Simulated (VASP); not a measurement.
# BeTe (F-43m) in VASP: further runs, part 2 of 2

VASP 6.6.1.

## (4) Single point, PBE (volume scaled by 0.980)

The input, INCAR:

```
PREC = Accurate
ENCUT = 520
EDIFF = 1E-7
ISMEAR = 0
SIGMA = 0.05
LREAL = F
LASPH = T
NELM = 60
ALGO = Normal
ISIF = 2
LWAVE = F
LCHARG = T
GGA = PE
LELF = T
LVHAR = T
NBANDS = 11
```

The input, KPOINTS:

```
regular mesh
0
Gamma
  10 10 10
```

The input, POSCAR:

```
BeTe
1.0
    0.0000000000      2.8134736519      2.8134736519
    2.8134736519      0.0000000000      2.8134736519
    2.8134736519      2.8134736519      0.0000000000
Be Te
1 1
Direct
    0.0000000000      0.0000000000      0.0000000000
    0.7500000000      0.7500000000      0.7500000000
```

Started as:

```
$ cat potpaw_PBE.64/Be/POTCAR potpaw_PBE.64/Te/POTCAR > POTCAR
$ mpirun -np 1 vasp_std > vasp.out
```

It took 46 s on 1 thread of AMD EPYC 7R13, shared host; peak memory 0.15 GiB.

Results (log left out):

```yaml
Free_energy: -7.6211 eV
Pressure: 1.3 GPa
Band_gap_on_the_k_mesh: 1.97 eV, indirect (least direct gap 3.61 eV)
```

Levels at points of the mesh, in eV from the valence-band top:
```tsv
k point	band 1	band 2	band 3	band 4	band 5	band 6	band 7	band 8
(0.00, 0.00, 0.00)	-12.31	0.00	0.00	0.00	3.61	3.61	3.61	3.84
(0.50, 0.00, 0.00)	-10.96	-5.56	-1.14	-1.14	3.08	4.59	4.59	7.82
(0.50, 0.50, 0.00)	-10.47	-5.13	-2.65	-2.65	1.97	2.66	9.72	9.72
```

Caveat: the cell differs from its parent crystal (volume scaled by 0.980); spin-orbit coupling is left out, which moves the levels of the heavy elements. A k mesh can miss the band edges.

## (5) Single point, PBE (volume scaled by 0.960)

The input, INCAR:

```
SYSTEM = BeTe
PREC = Accurate ; ENCUT = 520
EDIFF = 1E-6 ; ISMEAR = 0
SIGMA = 0.05 ; LREAL = .False.
LASPH = .True. ; NELM = 80
ALGO = Normal ; ISIF = 2
LWAVE = .False. ; LCHARG = .False.
GGA = PE ; NBANDS = 11
```

The input, KPOINTS:

```
regular mesh
0
Gamma
  10 10 10
  0 0 0
```

The input, POSCAR:

```
BeTe
1.0
    0.0000000000      2.7942026796      2.7942026796
    2.7942026796      0.0000000000      2.7942026796
    2.7942026796      2.7942026796      0.0000000000
Be Te
1 1
Direct
    0.0000000000      0.0000000000      0.0000000000
    0.7500000000      0.7500000000      0.7500000000
```

Potentials or basis: VASP PAW PBE potentials, release 64 (Be, Te).

Started as:

```
$ cat potpaw_PBE.64/Be/POTCAR potpaw_PBE.64/Te/POTCAR > POTCAR
$ mpirun -np 1 vasp_std > vasp.out
```

OUTCAR:

```text
SYSTEM = BeTe
   PREC = Accurate
   ENCUT = 520
   EDIFF = 1E-6
   ISMEAR = 0
   LREAL = .False.
   LASPH = .True.
   NELM = 80
   ISIF = 2
   GGA = PE

 ion  position               nearest neighbor table
   1  0.000  0.000  0.000-   2 2.42   2 2.42   2 2.42   2 2.42
   2  0.750  0.750  0.750-   1 2.42   1 2.42   1 2.42   1 2.42

  LATTYP: Found a face centered cubic cell.
 ALAT       =     5.5884053592

  Lattice vectors:

 A1 = (   0.0000000000,   2.7942026796,   2.7942026796)
 A2 = (   2.7942026796,   0.0000000000,   2.7942026796)
 A3 = (   2.7942026796,   2.7942026796,   0.0000000000)

Analysis of symmetry for initial positions (statically):
=====================================================================
 Subroutine PRICEL returns:
 Original cell was already a primitive cell.

 Routine SETGRP: Setting up the symmetry group for a
 face centered cubic supercell.

 Subroutine GETGRP returns: Found 24 space group operations
 (whereof 24 operations were pure point group operations)
 out of a pool of 48 trial point group operations.

The static configuration has the point symmetry T_d .

Analysis of symmetry for dynamics (positions and initial velocities):
[... 172 lines left out ...]
      4       5.3603      2.00000
      5       8.9498      0.00000
      6       8.9498      0.00000
      7       8.9498      0.00000
      8       9.3541      0.00000
      9      13.7109      0.00000
     10      15.6537      0.00000
     11      15.6537      0.00000
[... 309 lines left out ...]
 k-point    24 :       0.4000    0.3000    0.0000
  band No.  band energies     occupation
      1      -5.6912      2.00000
      2       1.0086      2.00000
      3       2.7785      2.00000
      4       3.0566      2.00000
      5       7.8155      0.00000
      6       9.0287      0.00000
      7      13.0063      0.00000
      8      13.1834      0.00000
      9      16.2083      0.00000
     10      17.4055      0.00000
     11      17.6826      0.00000

 [... further k-points ...]

------------------------ aborting loop because EDIFF is reached ----------------------------------------

  FORCE on cell =-STRESS in cart. coord.  units (eV):
  Direction    XX          YY          ZZ          XY          YZ          ZX
  --------------------------------------------------------------------------------------
  -------------------------------------------------------------------------------------
  Total        0.7128987      0.7128987      0.7128987      0.0000000     -0.0000000      0.0000000
  in kB       26.1778946     26.1778946     26.1778946      0.0000000     -0.0000000      0.0000000
  external PRESSURE =      26.1778946 kB  Pullay stress =       0.0000000 kB

 VOLUME and BASIS-vectors are now :
 -----------------------------------------------------------------------------
  energy-cutoff  :      520.00
  volume of cell :       43.63
      direct lattice vectors                 reciprocal lattice vectors
     0.000000000  2.794202680  2.794202680    -0.178941923  0.178941923  0.178941923
     2.794202680  0.000000000  2.794202680     0.178941923 -0.178941923  0.178941923
     2.794202680  2.794202680  0.000000000     0.178941923  0.178941923 -0.178941923

 POSITION                                       TOTAL-FORCE (eV/Angst)
 -----------------------------------------------------------------------------------
      0.00000      0.00000      0.00000        -0.000000     -0.000000     -0.000000
      4.19130      4.19130      4.19130         0.000000      0.000000      0.000000
 -----------------------------------------------------------------------------------
    total drift:                               -0.000000     -0.000000     -0.000000

  FREE ENERGIE OF THE ION-ELECTRON SYSTEM (eV)
  ---------------------------------------------------
  free  energy   TOTEN  =        -7.6100930211 eV

  energy  without entropy=       -7.6100930211  energy(sigma->0) =       -7.61009302
```

OSZICAR:

```text
N       E                     dE             d eps       ncg     rms          rms(c)
DAV:   1     0.202971450680E+02    0.20297E+02   -0.33026E+03  1034   0.585E+02
DAV:   2    -0.659291699609E+01   -0.26890E+02   -0.25961E+02  1388   0.945E+01
DAV:   3    -0.774966466915E+01   -0.11567E+01   -0.11543E+01  1349   0.208E+01
DAV:   4    -0.776211752318E+01   -0.12453E-01   -0.12451E-01  1245   0.249E+00
DAV:   5    -0.776235311326E+01   -0.23559E-03   -0.23559E-03  1340   0.332E-01    0.428E+00
DAV:   6    -0.764380729346E+01    0.11855E+00   -0.14375E-01  1205   0.154E+00    0.256E+00
DAV:   7    -0.760919394233E+01    0.34613E-01   -0.11275E-01  1246   0.147E+00    0.521E-01
DAV:   8    -0.760977346160E+01   -0.57952E-03   -0.67043E-03  1178   0.474E-01    0.850E-02
DAV:   9    -0.761002520683E+01   -0.25175E-03   -0.34847E-04  1266   0.110E-01    0.334E-02
DAV:  10    -0.761008920413E+01   -0.63997E-04   -0.81949E-05  1140   0.471E-02    0.171E-02
DAV:  11    -0.761009061784E+01   -0.14137E-05   -0.24108E-06  1403   0.896E-03    0.127E-02
DAV:  12    -0.761009292357E+01   -0.23057E-05   -0.50714E-06  1115   0.132E-02    0.940E-03
DAV:  13    -0.761009302115E+01   -0.97579E-07   -0.41685E-08   799   0.151E-03
   1 F= -.76100930E+01 E0= -.76100930E+01  d E =-.484520E-15
```

Run time: 44 s. Hardware: 1 thread of AMD EPYC 7R13, shared host; peak memory 0.15 GiB.

Results:

* Free energy: -7.6101 eV
* Pressure: 2.6 GPa
* Band gap on the k mesh: 1.92 eV, indirect (least direct gap 3.59 eV)

Levels at points of the mesh, in eV from the valence-band top:
```csv
k point,band 1,band 2,band 3,band 4,band 5,band 6,band 7,band 8
"(0.00, 0.00, 0.00)",-12.45,0.00,0.00,0.00,3.59,3.59,3.59,3.99
"(0.50, 0.00, 0.00)",-11.05,-5.69,-1.17,-1.17,3.14,4.58,4.58,7.81
"(0.50, 0.50, 0.00)",-10.53,-5.24,-2.73,-2.73,1.92,2.63,9.85,9.85
```

Caveat: the cell differs from its parent crystal (volume scaled by 0.960); spin-orbit coupling is left out, which moves the levels of the heavy elements. A k mesh can miss the band edges.

## (6) Single point, PBE

This run uses another cell than the first one, of 22.72 Å³/atom, 1.059 times its volume.

The input, INCAR:

```
  PREC = Accurate
  ENCUT = 520
  EDIFF = 1E-7
  ISMEAR = 0
  SIGMA = 0.05
  LREAL = F
  LASPH = T
  NELM = 80
  ALGO = Normal
  ISIF = 2
  LWAVE = F
  LCHARG = F
  GGA = PE
  NBANDS = 11
```

The input, KPOINTS:

```
Automatic mesh
0
Gamma
  10 10 10
```

The input, POSCAR:

```
BeTe
1.0
    0.0000000000      2.8324841857      2.8324841857
    2.8324841857      0.0000000000      2.8324841857
    2.8324841857      2.8324841857      0.0000000000
Be Te
1 1
Direct
    0.0000000000      0.0000000000      0.0000000000
    0.7500000000      0.7500000000      0.7500000000
```

Potentials or basis: VASP PAW PBE potentials, release 64 (Be, Te).

Started as:

```
$ cat potpaw_PBE.64/Be/POTCAR potpaw_PBE.64/Te/POTCAR > POTCAR
$ mpirun -np 1 vasp_std > vasp.out
```

Wall time 38 s (1 thread of AMD EPYC 7R13, shared host); peak memory 0.15 GiB.

The run converged. Its results:

```
Free energy            : -7.6250 eV
Pressure               : 0.1 GPa
Band gap on the k mesh : 2.02 eV, indirect (least direct gap 3.62 eV)
```

Levels at points of the mesh, in eV from the valence-band top:
```
           k point  band 1  band 2  band 3  band 4  band 5  band 6  band 7  band 8
(0.00, 0.00, 0.00)  -12.18    0.00    0.00    0.00    3.62    3.62    3.62    3.69
(0.50, 0.00, 0.00)  -10.88   -5.43   -1.10   -1.10    3.03    4.60    4.60    7.82
(0.50, 0.50, 0.00)  -10.41   -5.02   -2.58   -2.58    2.02    2.69    9.59    9.59
```

Caveat: spin-orbit coupling is left out, which moves the levels of the heavy elements. A k mesh can miss the band edges.

## (7) Overview

| cell | gap on the mesh (eV) | pressure (GPa) |
| --- | --- | --- |
| a = 3.930 Å, angles 60.0°, 2 atoms | 1.87 | 3.7 |
| a = 3.961 Å, angles 60.0°, 2 atoms | 1.93 | 2.1 |
| a = 3.979 Å, angles 60.0°, 2 atoms | 1.97 | 1.3 |
| a = 3.952 Å, angles 60.0°, 2 atoms | 1.92 | 2.6 |
| a = 4.006 Å, angles 60.0°, 2 atoms | 2.02 | 0.1 |

Alike in all rows: task single point; level PBE; potentials or basis VASP PAW PBE potentials, release 64 (Be, Te); no spin polarisation; k mesh 10 × 10 × 10; cutoff (eV) 520; smearing gaussian 0.05 eV.

Caveats: spin-orbit coupling is left out, which moves the levels of the heavy elements.

Absolute energies hang on the potentials; compare differences alone.
